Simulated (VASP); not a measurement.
# BAs (Pmmm) in VASP: further runs

BAs is run at these levels: r2SCAN, PBEsol-based screened hybrid with 25 % exact exchange, RPBE+D3(BJ), revPBE+D4; tasks: single point, relaxation of cell and atoms.

Program: VASP 6.6.1. These are calculated values, not measurements. Logs are shortened: lines on timing, memory, paths and dates and some standing lists are left out, and cuts for length are marked.

### 1 The cell of the first run

It takes space group Pmmm (No. 47, orthorhombic). Conventional cell: a = 2.128 Å, b = 3.174 Å, c = 4.951 Å, α = 90.00°, β = 90.00°, γ = 90.00°. B (site symmetry mmm) has 2 B at 2.13 Å and 4 As at 2.69 Å within 2.8 Å. As (site symmetry mmm) has 2 As at 2.13 Å and 4 B at 2.69 Å within 2.8 Å.

### 2 Single point, r2SCAN, non-collinear spin, zero start, spin-orbit coupling

Contents of POSCAR:

```
BAs
1.0
    2.1275493300      0.0000000000      0.0000000000
    0.0000000000      3.1740629400      0.0000000000
    0.0000000000      0.0000000000      4.9509801800
B As
1 1
Direct
    0.0000000000      0.5000000000      0.0000000000
    0.5000000000      0.5000000000      0.5000000000
```

Contents of INCAR.step1:

```
ALGO = Normal
EDIFF = 1E-4
ENCUT = 520
GGA = PE
GGA_COMPAT = False
ISMEAR = -1
LASPH = True
LCHARG = False
LREAL = False
LSORBIT = True
LWAVE = True
MAGMOM = 0 0 0 0 0 0
NBANDS = 20
NELM = 150
PREC = Accurate
SIGMA = 0.05
```

Contents of INCAR.step2:

```
ALGO = Normal
EDIFF = 1E-6
ENCUT = 520
GGA_COMPAT = False
ISIF = 2
ISMEAR = -1
ISTART = 1
LASPH = True
LCHARG = False
LMIXTAU = True
LORBIT = 11
LORBMOM = True
LREAL = False
LSORBIT = True
LWAVE = False
MAGMOM = 0 0 0 0 0 0
METAGGA = R2SCAN
NBANDS = 20
NELM = 150
PREC = Accurate
SIGMA = 0.05
```

Contents of KPOINTS:

```
k-points
0
Gamma
  9 6 5
```

Potentials or basis: VASP PAW PBE potentials, release 64 (B, As).

Started as:

```
$ cat potpaw_PBE.64/B/POTCAR potpaw_PBE.64/As/POTCAR > POTCAR
$ cp INCAR.step1 INCAR
$ mpirun -np 1 vasp_ncl > vasp.out
$ cp INCAR.step2 INCAR
$ mpirun -np 1 vasp_ncl > vasp.out
```

OUTCAR:

```text
EDIFF = 1E-6
   ENCUT = 520
   ISIF = 2
   ISMEAR = -1
   ISTART = 1
   LASPH = True
   LORBIT = 11
   LREAL = False
   LSORBIT = True
   METAGGA = R2SCAN
   NELM = 150
   PREC = Accurate

 ion  position               nearest neighbor table
   1  0.000  0.500  0.000-
   2  0.500  0.500  0.500-

  LATTYP: Found a simple orthorhombic cell.
 ALAT       =     2.1275493300
 B/A-ratio  =     1.4918868838
 C/A-ratio  =     2.3270812621

  Lattice vectors:

 A1 = (   2.1275493300,   0.0000000000,   0.0000000000)
 A2 = (   0.0000000000,   3.1740629400,   0.0000000000)
 A3 = (   0.0000000000,   0.0000000000,   4.9509801800)

Analysis of symmetry for initial positions (statically):
=====================================================================
 Subroutine PRICEL returns:
 Original cell was already a primitive cell.

 Routine SETGRP: Setting up the symmetry group for a
 simple orthorhombic supercell.

 Subroutine GETGRP returns: Found  8 space group operations
 (whereof  8 operations were pure point group operations)
 out of a pool of  8 trial point group operations.

The static configuration has the point symmetry D_2h.

Analysis of symmetry for dynamics (positions and initial velocities):
=====================================================================
 Subroutine PRICEL returns:
 Original cell was already a primitive cell.

 Routine SETGRP: Setting up the symmetry group for a
 simple orthorhombic supercell.

 Subroutine GETGRP returns: Found  8 space group operations
 (whereof  8 operations were pure point group operations)
 out of a pool of  8 trial point group operations.

The dynamic configuration has the point symmetry D_2h.

Analysis of structural, dynamic, and magnetic symmetry:
=====================================================================
 Subroutine PRICEL returns:
 Original cell was already a primitive cell.

 Routine SETGRP: Setting up the symmetry group for a
 simple orthorhombic supercell.

 Subroutine GETGRP returns: Found  8 space group operations
 (whereof  8 operations were pure point group operations)
 out of a pool of  8 trial point group operations.

The overall configuration has the point symmetry D_2h.

 Subroutine INISYM returns: Found  8 space group operations
 (whereof  8 operations are pure point group operations),
 and found     1 'primitive' translations

----------------------------------------------------------------------------------------

                                     Primitive cell

  volume of cell :      33.4338

  direct lattice vectors                    reciprocal lattice vectors
     2.127549330  0.000000000  0.000000000     0.470024354  0.000000000  0.000000000
     0.000000000  3.174062940  0.000000000     0.000000000  0.315053614  0.000000000
     0.000000000  0.000000000  4.950980180     0.000000000  0.000000000  0.201980207

  length of vectors
     2.127549330  3.174062940  4.950980180     0.470024354  0.315053614  0.201980207

  position of ions in fractional coordinates (direct lattice)
     0.000000000  0.500000000  0.000000000
     0.500000000  0.500000000  0.500000000

  ion indices of the primitive-cell ions
   primitive index   ion index
                 1           1
                 2           2

----------------------------------------------------------------------------------------

 KPOINTS: k-points

Automatic generation of k-mesh.
 Grid dimensions read from file:
 generate k-points for:    9    6    5

 Generating k-lattice:

  Cartesian coordinates                     Fractional coordinates (reciprocal lattice)
     0.052224928  0.000000000  0.000000000     0.111111111  0.000000000  0.000000000
     0.000000000  0.052508936  0.000000000     0.000000000  0.166666667  0.000000000
[... 88 lines left out ...]
   LRPA    =     F    only Hartree local field effects (RPA)
  energy-cutoff  :      520.00
  volume of cell :       33.43
 maximum number of plane-waves:      1838
 NGX is ok and might be reduce to    16
   NGX =  7   NGY = 11   NGZ = 19

 number of electron       8.0000000 magnetization       0.0000000     -0.0000000      0.0000000

 number of electron       8.0000000 magnetization      -0.0000000      0.0000000     -0.0000000

 number of electron       8.0000000 magnetization      -0.0000000     -0.0000000     -0.0000000

 Free energy of the ion-electron system (eV)
  ---------------------------------------------------
  ext. energy  EPLUGINS =         0.00000000
  ---------------------------------------------------
  free energy    TOTEN  =       -17.60580648 eV

  energy without entropy =      -17.59861367  energy(sigma->0) =      -17.60221007

 E-fermi :   4.1748     XC(G=0): -10.4658

 val. band max:        4.1544850854   @ k =   0.4444   0.5000   0.4000
 cond. band min:       4.1934607143   @ k =   0.2222   0.3333   0.4000
 fundamental gap:      0.0389756288
 Fermi energy:         4.1748165340

 k-point     1 :       0.0000    0.0000    0.0000
  band No.  band energies     occupation
      1     -12.0630      1.00000
      2     -12.0630      1.00000
      3      -4.0612      1.00000
      4      -4.0612      1.00000
      5      -2.6871      1.00000
      6      -2.6871      1.00000
[... 541 lines left out ...]
     19      16.9029      0.00000
     20      16.9029      0.00000

 [... further k-points ...]
[... 5 lines left out ...]
  --------------------------------------------------------------------------------------
  -------------------------------------------------------------------------------------
  Total        5.1113412     -1.5207450     -1.0511002      0.0000000      0.0000000      0.0000000
  in kB      244.9396531    -72.8753426    -50.3695795      0.0000000      0.0000000      0.0000000
  external PRESSURE =      40.5649103 kB  Pullay stress =       0.0000000 kB

 VOLUME and BASIS-vectors are now :
 -----------------------------------------------------------------------------
  energy-cutoff  :      520.00
  volume of cell :       33.43
      direct lattice vectors                 reciprocal lattice vectors
     2.127549330  0.000000000  0.000000000     0.470024354  0.000000000  0.000000000
     0.000000000  3.174062940  0.000000000     0.000000000  0.315053614  0.000000000
     0.000000000  0.000000000  4.950980180     0.000000000  0.000000000  0.201980207

 POSITION                                       TOTAL-FORCE (eV/Angst)
 -----------------------------------------------------------------------------------
      0.00000      1.58703      0.00000         0.000000      0.000000      0.000000
      1.06377      1.58703      2.47549         0.000000      0.000000      0.000000
 -----------------------------------------------------------------------------------
    total drift:                                0.000000      0.000000      0.000000

  FREE ENERGIE OF THE ION-ELECTRON SYSTEM (eV)
  ---------------------------------------------------
  free  energy   TOTEN  =       -17.6058064817 eV

  energy  without entropy=      -17.5986136656  energy(sigma->0) =      -17.60221007

 orbital moment (x)

 # of ion     p       d       tot
 ----------------------------------------
  1         0.000   0.000   0.000
  2         0.000   0.000   0.000
 ----------------------------------------
            0.000   0.000   0.000

 orbital moment (y)

 # of ion     p       d       tot
 ----------------------------------------
  1         0.000   0.000   0.000
  2         0.000   0.000   0.000
 ----------------------------------------
            0.000   0.000   0.000

 orbital moment (z)

 # of ion     p       d       tot
 ----------------------------------------
  1         0.000   0.000   0.000
  2         0.000   0.000   0.000
 ----------------------------------------
            0.000   0.000   0.000

 Spin-Orbit-Coupling matrix elements

 Ion:    1  E_soc:     -0.0000081
 l=   1
     0.0000000    -0.0000033    -0.0000007
    -0.0000033     0.0000000    -0.0000000
    -0.0000007    -0.0000000     0.0000000
 l=   2
     0.0000000     0.0000000     0.0000000     0.0000000     0.0000000
     0.0000000     0.0000000     0.0000000     0.0000000     0.0000000
     0.0000000     0.0000000     0.0000000     0.0000000     0.0000000
     0.0000000     0.0000000     0.0000000     0.0000000     0.0000000
     0.0000000     0.0000000     0.0000000     0.0000000     0.0000000
 l=   3
     0.0000000     0.0000000     0.0000000     0.0000000     0.0000000     0.0000000     0.0000000
     0.0000000     0.0000000     0.0000000     0.0000000     0.0000000     0.0000000     0.0000000
     0.0000000     0.0000000     0.0000000     0.0000000     0.0000000     0.0000000     0.0000000
     0.0000000     0.0000000     0.0000000     0.0000000     0.0000000     0.0000000     0.0000000
     0.0000000     0.0000000     0.0000000     0.0000000     0.0000000     0.0000000     0.0000000
     0.0000000     0.0000000     0.0000000     0.0000000     0.0000000     0.0000000     0.0000000
     0.0000000     0.0000000     0.0000000     0.0000000     0.0000000     0.0000000     0.0000000

 Ion:    2  E_soc:     -0.0262068
 l=   1
     0.0000000    -0.0040014    -0.0050910
    -0.0040014     0.0000000    -0.0040517
    -0.0050910    -0.0040517     0.0000000
 l=   2
     0.0000000    -0.0000021     0.0000000    -0.0000087     0.0000470
    -0.0000021     0.0000000    -0.0000036    -0.0000023    -0.0000022
     0.0000000    -0.0000036     0.0000000     0.0000033     0.0000000
    -0.0000087    -0.0000023     0.0000033     0.0000000     0.0000094
     0.0000470    -0.0000022     0.0000000     0.0000094     0.0000000
 l=   3
     0.0000000     0.0000000     0.0000000     0.0000000     0.0000000     0.0000000     0.0000000
     0.0000000     0.0000000     0.0000000     0.0000000     0.0000000     0.0000000     0.0000000
     0.0000000     0.0000000     0.0000000     0.0000000     0.0000000     0.0000000     0.0000000
     0.0000000     0.0000000     0.0000000     0.0000000     0.0000000     0.0000000     0.0000000
     0.0000000     0.0000000     0.0000000     0.0000000     0.0000000     0.0000000     0.0000000
     0.0000000     0.0000000     0.0000000     0.0000000     0.0000000     0.0000000     0.0000000
     0.0000000     0.0000000     0.0000000     0.0000000     0.0000000     0.0000000     0.0000000

 total charge

# of ion       s       p       d       tot
------------------------------------------
    1        0.755   0.658   0.000   1.412
    2        1.292   1.494   0.121   2.907
--------------------------------------------------
tot          2.047   2.152   0.121   4.320

 magnetization (x)

# of ion       s       p       d       tot
------------------------------------------
    1        0.000   0.000   0.000   0.000
    2        0.000   0.000   0.000   0.000
--------------------------------------------------
tot          0.000   0.000   0.000   0.000

 magnetization (y)

# of ion       s       p       d       tot
------------------------------------------
    1        0.000   0.000   0.000   0.000
    2        0.000   0.000   0.000   0.000
--------------------------------------------------
tot          0.000   0.000   0.000   0.000

 magnetization (z)

# of ion       s       p       d       tot
------------------------------------------
    1        0.000  -0.000   0.000  -0.000
    2        0.000   0.000   0.000   0.000
--------------------------------------------------
tot          0.000   0.000   0.000   0.000
```

Wall time 6.2 min (1 thread of Intel Xeon 8259CL, shared host); peak memory 0.26 GiB.

What came out:

```
Free energy                                           : -17.6058 eV
Pressure                                              : 4.1 GPa
Net moment                                            : 0.00 μB per cell
Valence electrons inside the program's atomic spheres : B 1.41; As 2.91
```

Stress tensor (GPa, compression positive):
```
24.49  0.00  0.00
 0.00 -7.29  0.00
 0.00  0.00 -5.04
```

Moments on the atoms (μB; x, y, z):
```
B   0.00 0.00 0.00
As  0.00 0.00 0.00
```

Caveat: the stress differs along the axes, from -7 to 24 GPa; the PAW data sets were made with another functional, which shifts forces and pressure a little.

### 3 Relaxation of cell and atoms, PBEsol-based screened hybrid with 25 % exact exchange

POSCAR is that of step 2.

Contents of INCAR.step1:

```
ALGO = Normal
EDIFF = 1E-5
ENCUT = 600
GGA = PE
ISMEAR = -1
LASPH = True
LCHARG = False
LREAL = False
LWAVE = True
NBANDS = 11
NELM = 100
PREC = Accurate
SIGMA = 0.05
```

Contents of INCAR.step2:

```
AEXX = 0.25
ALGO = Normal
EDIFF = 1E-6
EDIFFG = -0.01
ENCUT = 600
GGA = PS
HFSCREEN = 0.207
IBRION = 2
ISIF = 3
ISMEAR = -1
ISTART = 1
LASPH = True
LCHARG = False
LHFCALC = True
LREAL = False
LWAVE = False
NELM = 100
NSW = 60
PREC = Accurate
PRECFOCK = Normal
SIGMA = 0.05
```

Contents of KPOINTS:

```
k-points
0
Gamma
  6 4 3
```

Potentials or basis: VASP PAW PBE potentials, release 64 (B, As).

Started as:

```
$ cat potpaw_PBE.64/B/POTCAR potpaw_PBE.64/As/POTCAR > POTCAR
$ cp INCAR.step1 INCAR
$ mpirun -np 1 vasp_std > vasp.out
$ cp INCAR.step2 INCAR
$ mpirun -np 1 vasp_std > vasp.out
```

Run time: 66 min. Hardware: 1 thread of AMD EPYC 7R13 (Zen 3), shared host; peak memory 0.26 GiB.

The run converged. Its results:

```
Free energy                           : -11.3320 eV
Relaxed volume                        : 12.30 Å³/atom
Relaxed cell                          : a = 3.068 Å, b = 2.625 Å, c = 3.054 Å, α = 90.00°, β = 90.00°, γ = 90.00°
Space group after relaxing (to 0.1 Å) : P4/mmm (No. 123)
Pressure after relaxing               : 0.0 GPa
Band gap on the k mesh                : zero (bands 4 and 5 overlap by 5.00 eV)
```

Stress tensor (GPa, compression positive):
```
 0.01  0.00  0.00
 0.00 -0.10  0.00
 0.00  0.00  0.04
```

Final structure:
```
CELL_PARAMETERS angstrom
3.06808 0.00000 0.00000
0.00000 2.62533 0.00000
0.00000 0.00000 3.05368
ATOMIC_POSITIONS crystal
B 0.00000 0.50000 0.00000
As 0.50000 0.50000 0.50000
```

Levels at points of the mesh, in eV from the Fermi level:
```csv
k point,band 1,band 2,band 3,band 4,band 5,band 6,band 7,band 8
"(0.00, 0.00, 0.00)",-18.21,-3.63,-3.58,-0.46,2.99,4.98,9.39,11.31
"(0.50, 0.00, 0.00)",-15.49,-12.24,1.08,1.34,3.68,5.95,6.32,7.09
"(0.00, 0.50, 0.00)",-14.58,-9.33,-1.48,-1.42,3.12,4.59,8.23,10.46
"(0.50, 0.50, 0.00)",-11.85,-9.00,-6.20,-3.63,2.80,4.05,7.40,9.59
```

Caveat: the k points lie up to 0.69 Å⁻¹ apart in the final cell, too coarse for converged energies and pressures of a metal; the volume moved by over 15 % at a fixed basis, so the end points are rough; the PAW data sets were made with another functional, which shifts forces and pressure a little.

### 4 Single point, RPBE+D3(BJ)

This run uses another cell than the first one, of 13.66 Å³/atom.

Contents of INCAR:

```
SYSTEM = BAs
  ALGO = Normal
  EDIFF = 1E-6
  ENCUT = 560
  GGA = RP
  GGA_COMPAT = .False.
  ISIF = 2
  ISMEAR = -1
  IVDW = 12
  LASPH = .True.
  LCHARG = .True.
  LELF = .True.
  LREAL = .False.
  LVHAR = .True.
  LWAVE = .False.
  NBANDS = 16
  NELM = 120
  PREC = Accurate
  SIGMA = 0.05
```

Contents of KPOINTS:

```
k-points
0
Gamma
  12 8 6
  0 0 0
```

Contents of POSCAR:

```
BAs
1.0
    2.5057278981      0.0000000000      0.0000000000
    0.0000000000      2.4012024200      0.0000000000
    0.0000000000      0.0000000000      4.5422475046
B As
1 1
Direct
    0.0000000000      0.5000000000      0.0000000000
    0.5000000000      0.5000000000      0.5000000000
```

Potentials or basis: VASP PAW PBE potentials, release 64 (B, As_d).

Started as:

```
$ cat potpaw_PBE.64/B/POTCAR potpaw_PBE.64/As_d/POTCAR > POTCAR
$ mpirun -np 1 vasp_std > vasp.out
```

OUTCAR:

```text
SYSTEM = BAs
   EDIFF = 1E-6
   ENCUT = 560
   GGA = RP
   ISIF = 2
   ISMEAR = -1
   IVDW = 12
   LASPH = .True.
   LREAL = .False.
   NELM = 120
   PREC = Accurate
 IVDW          = 12

 ion  position               nearest neighbor table
   1  0.000  0.500  0.000-
   2  0.500  0.500  0.500-

  LATTYP: Found a simple orthorhombic cell.
 ALAT       =     2.4012024200
 B/A-ratio  =     1.0435304734
 C/A-ratio  =     1.8916553918

  Lattice vectors:

[... 640 lines left out ...]

 [... further k-points ...]

------------------------ aborting loop because EDIFF is reached ----------------------------------------

 Edisp (eV)   -3.19716

 E8    (eV) :    -1.8705

  FORCE on cell =-STRESS in cart. coord.  units (eV):
  Direction    XX          YY          ZZ          XY          YZ          ZX
  --------------------------------------------------------------------------------------
  -------------------------------------------------------------------------------------
  Total       0.01461    -0.01642     0.00639     0.00000     0.00000     0.00000
  in kB       0.85642    -0.96276     0.37457     0.00000     0.00000     0.00000
  external pressure =        0.09 kB  Pullay stress =        0.00 kB

 VOLUME and BASIS-vectors are now :
 -----------------------------------------------------------------------------
  energy-cutoff  :      560.00
  volume of cell :       27.33
      direct lattice vectors                 reciprocal lattice vectors
     2.505727898  0.000000000  0.000000000     0.399085631  0.000000000  0.000000000
     0.000000000  2.401202420  0.000000000     0.000000000  0.416458018  0.000000000
     0.000000000  0.000000000  4.542247505     0.000000000  0.000000000  0.220155330

 POSITION                                       TOTAL-FORCE (eV/Angst)
 -----------------------------------------------------------------------------------
      0.00000      1.20060      0.00000         0.000000      0.000000      0.000000
      1.25286      1.20060      2.27112         0.000000      0.000000      0.000000
 -----------------------------------------------------------------------------------
    total drift:                               -0.000000      0.000000      0.000000

  FREE ENERGIE OF THE ION-ELECTRON SYSTEM (eV)
  ---------------------------------------------------
  free  energy   TOTEN  =       -10.8003174887 eV

  energy  without entropy=      -10.7952498144  energy(sigma->0) =      -10.79778365
```

Run time: 20 s. Hardware: 1 thread of Intel Xeon 6975P-C (Granite Rapids), shared host; peak memory 0.19 GiB.

Results:

```
Free energy                : -10.8003 eV
Pressure                   : 0.0 GPa
Band gap on the k mesh     : zero (bands 9 and 10 overlap by 7.01 eV)
Dispersion energy per atom : -1.599 eV
```

Levels at points of the mesh, in eV from the Fermi level:
```
           k point  band 6  band 7  band 8  band 9  band 10  band 11  band 12  band 13
(0.00, 0.00, 0.00)  -16.28   -7.58   -7.03    4.73     6.56     7.19     8.20     9.70
(0.50, 0.00, 0.00)  -11.60   -8.94   -2.83   -2.47    -1.66    -0.94     8.86    11.55
(0.00, 0.50, 0.00)  -11.15   -8.20   -3.33   -2.62    -2.12     3.98     7.29     9.66
(0.50, 0.50, 0.00)   -5.97   -4.84   -4.52   -1.23     1.11     1.82     2.07     2.37
(0.00, 0.00, 0.50)  -15.96  -10.74    0.33    0.38     6.08     6.15     7.49     8.23
(0.50, 0.00, 0.50)  -11.29   -8.35   -5.56   -5.51     3.34     3.76     8.91     9.32
(0.00, 0.50, 0.50)  -10.81   -7.78   -6.27   -3.76     3.58     4.71     7.86     8.77
(0.50, 0.50, 0.50)   -5.36   -4.52   -4.42   -2.10    -0.76    -0.75     2.76     5.67
```

Caveat: the dispersion term is far too large for a dense solid, which distorts pressure and volume; the PAW data sets were made with another functional, which shifts forces and pressure a little.

(Part 1 of 2 ends here.)

The gap in the log of VASP goes by the Fermi energy; the results here count the filled bands.